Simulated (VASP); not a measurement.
Wanted: the native input for a VASP 6.6.1 run.

```
Task                   : single point
Functional             : PBE
Potentials or basis    : VASP PAW PBE potentials, release 64 (Nb_sv, Sn_d, Sb)
Cutoff                 : 520 eV
k mesh                 : 3 × 3 × 3
Occupations            : gaussian, width 0.1 eV
Spin                   : collinear spin
Starting moments       : [1.0, 0.0, 0.0, 0.0, 0.0] μB
Dipole correction      : no
Further INCAR settings : ALGO = Normal; EDIFF = 1e-06; NBANDS = 33
```

The structure of NbSnSb3 lies in POSCAR:

```
NbSnSb3
1.0
    3.0347464751      1.7521116943      5.4064876688
   -3.0347464751      1.7521116943      5.4064876688
    0.0000000000     -3.5042233887      5.4064876688
Nb Sn Sb
1 1 3
Direct
    0.0000000000      0.0000000000      0.0000000000
    0.5000000000      0.5000000000      0.5000000000
    0.5000000000      0.5000000000      0.0000000000
    0.5000000000      0.0000000000      0.5000000000
    0.0000000000      0.5000000000      0.5000000000
```

One way to write it, as run:

INCAR

```
PREC     = Accurate       # precision mode
ENCUT    = 520            # plane-wave cutoff, eV
EDIFF    = 1E-6           # SCF threshold, eV
ISMEAR   = 0              # smearing method
SIGMA    = 0.1            # smearing width, eV
LREAL    = F              # projectors in reciprocal space
LASPH    = T              # aspherical terms in the spheres
NELM     = 150            # most SCF steps
ALGO     = Normal         # electronic algorithm
ISIF     = 2              # what is computed and relaxed
LWAVE    = F              # write WAVECAR
LCHARG   = F              # write CHGCAR
ISPIN    = 2              # spin polarisation
MAGMOM   = 1 0 0 0 0      # initial moments
LORBIT   = 11             # projections on sites
LMAXMIX  = 4              # l up to which the mixer works
GGA      = PE             # functional
NBANDS   = 33             # bands
```

KPOINTS

```
Automatic mesh
0
Gamma
  3 3 3
```

Potentials or basis: VASP PAW PBE potentials, release 64 (Nb_sv, Sn_d, Sb).

Launch:

```bash
$ cat potpaw_PBE.64/Nb_sv/POTCAR potpaw_PBE.64/Sn_d/POTCAR potpaw_PBE.64/Sb/POTCAR > POTCAR
$ mpirun -np 1 vasp_std > vasp.out
```

It gave:

The pressure is 0.7 GPa and the net moment is 1.78 μB per cell. The site moments are Nb +1.32; Sn +0.01; Sb -0.04 μB. The valence electrons inside the program's atomic spheres are Nb 10.54; Sn 12.09; Sb 2.44.

Caveat: the k points lie up to 0.42 Å⁻¹ apart.

It took 59 s on 1 thread of Intel(R) Xeon(R) 6975P-C (Granite Rapids) (shared host), peak memory 0.42 GiB.
